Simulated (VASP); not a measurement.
Runs of VASP 6.6.1 on CsSnI3. The structure is that of space group Pm-3m (No. 221), or close to it. The cells are those of the table. 

```tsv
task	cell	k mesh	cutoff (eV)	smearing	gap on the mesh (eV)	pressure (GPa)
single point	a = 5.944 Å, 5 atoms	6 × 6 × 6	520	gaussian 0.01 eV	none	2.2
single point	a = 6.134 Å, 5 atoms	6 × 6 × 6	520	gaussian 0.01 eV	0.10	0.0
single point	a = 6.146, b = 6.146, c = 6.011 Å, 5 atoms	6 × 6 × 6	520	gaussian 0.01 eV	none	0.3
single point	a = 6.332 Å, 5 atoms	6 × 6 × 6	520	gaussian 0.01 eV	(a)	(b)
single point	a = 6.072 Å, 5 atoms	6 × 6 × 6	520	gaussian 0.01 eV	none	0.6
relaxation of cell and atoms	relaxed to 90 GPa from a = 4.850 Å, 5 atoms	8 × 8 × 8	600	gaussian 0.1 eV	-	90.0
relaxation of cell and atoms	relaxed to 50 GPa from a = 5.117 Å, 5 atoms	8 × 8 × 8	600	gaussian 0.1 eV	none	50.0
single point	a = 5.878 Å, 5 atoms	6 × 6 × 6	520	gaussian 0.01 eV	none	3.2
```

Alike in all rows: level PBEsol; potentials or basis VASP PAW PBE potentials, release 64 (Cs_sv, Sn_d, I); no spin polarisation.

**Question.** Estimate the missing entries.

**Answer.** (a) 0.51; (b) -1.4.

Caveats: the PAW data sets were made with another functional, which shifts forces and pressure a little; spin-orbit coupling is left out, which moves the levels of the heavy elements; semilocal functionals underestimate gaps, and a narrow one can read as zero (at least some runs); the cell is relaxed towards a set pressure, so the run minimises the enthalpy, not the energy (at least some runs); the highest band is partly filled, so the run has too few bands (at least some runs); the cell stands under pressure (at least some runs).

A k mesh can miss the band edges, and the runs leave out spin-orbit coupling on Cs, I, Sn.

A gap of «none» marks levels without a gap at the run's occupations.
